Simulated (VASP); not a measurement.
Wanted: the native input for a VASP 6.6.1 run.

```
Task                               : single point
Functional                         : HF
Potentials or basis                : VASP PAW PBE potentials, release 64 (Si, C)
Cutoff                             : 520 eV
k mesh                             : 5 × 5 × 3
Occupations                        : fermi-dirac, width 0.05 eV
Spin                               : no spin polarisation
Dipole correction                  : no
Grid for exact exchange (PRECFOCK) : Normal
Further INCAR settings             : ALGO = Normal; EDIFF = 1e-06; NBANDS = 16
Share of exact exchange            : 1
```

Crystal: SiC.

```
Si C
1.0
     3.08388    0.00000    0.00000
    -1.54194    2.67072    0.00000
     0.00000    0.00000    5.05467
Si C
2 2
Direct
  0.66667 0.33333 0.50433
  0.33333 0.66667 0.00433
  0.66667 0.33333 0.88067
  0.33333 0.66667 0.38067
```

These files were run (other wordings do the same):

POSCAR

```
SiC
1.0
    3.0838762357      0.0000000000      0.0000000000
   -1.5419381178      2.6707151622      0.0000000000
    0.0000000000      0.0000000000      5.0546690840
Si C
2 2
Direct
    0.6666666667      0.3333333333      0.5043327544
    0.3333333333      0.6666666667      0.0043327544
    0.6666666667      0.3333333333      0.8806672456
    0.3333333333      0.6666666667      0.3806672456
```

INCAR.step1

```
SYSTEM = SiC
ALGO     = Normal         ! electronic algorithm
EDIFF    = 1E-5           ! SCF threshold, eV
ENCUT    = 520            ! plane-wave cutoff, eV
GGA      = PE             ! functional
ISIF     = 2              ! what is computed and relaxed
ISMEAR   = -1             ! smearing method
LASPH    = .True.         ! aspherical terms in the spheres
LCHARG   = .False.        ! write CHGCAR
LREAL    = .False.        ! projectors in reciprocal space
LWAVE    = .True.         ! write WAVECAR
NBANDS   = 16             ! bands
NELM     = 100            ! most SCF steps
PREC     = Accurate       ! precision mode
SIGMA    = 0.05           ! smearing width, eV
```

INCAR.step2

```
SYSTEM = SiC
AEXX     = 1.0            ! exact-exchange fraction
AGGAC    = 0.0          
ALDAC    = 0.0          
ALGO     = Normal         ! electronic algorithm
EDIFF    = 1E-6           ! SCF threshold, eV
ENCUT    = 520            ! plane-wave cutoff, eV
GGA      = PE             ! functional
ISIF     = 2              ! what is computed and relaxed
ISMEAR   = -1             ! smearing method
ISTART   = 1            
LASPH    = .True.         ! aspherical terms in the spheres
LCHARG   = .False.        ! write CHGCAR
LHFCALC  = .True.         ! exact exchange
LREAL    = .False.        ! projectors in reciprocal space
LWAVE    = .False.        ! write WAVECAR
NBANDS   = 16             ! bands
NELM     = 100            ! most SCF steps
PREC     = Accurate       ! precision mode
PRECFOCK = Normal       
SIGMA    = 0.05           ! smearing width, eV
```

KPOINTS

```
k-points
0
Gamma
  5 5 3
  0 0 0
```

Potentials or basis: VASP PAW PBE potentials, release 64 (Si, C).

Command:

```console
$ cat potpaw_PBE.64/Si/POTCAR potpaw_PBE.64/C/POTCAR > POTCAR
$ cp INCAR.step1 INCAR
$ mpirun -np 1 vasp_std > vasp.out
$ cp INCAR.step2 INCAR
$ mpirun -np 1 vasp_std > vasp.out
```

It gave:

| Quantity | Value |
| --- | --- |
| Pressure | -1.3 GPa |
| Largest force | 0.004 eV/Å |
| Band gap on the k mesh | 10.49 eV (least direct gap 12.24 eV) |

Caveat: the k points lie up to 0.47 Å⁻¹ apart; the PAW data sets were made with another functional, which shifts forces and pressure a little.

Wall time 4.3 min on 1 thread of Intel(R) Xeon(R) 6975P-C (Granite Rapids), on a shared host, peak memory 0.16 GiB.
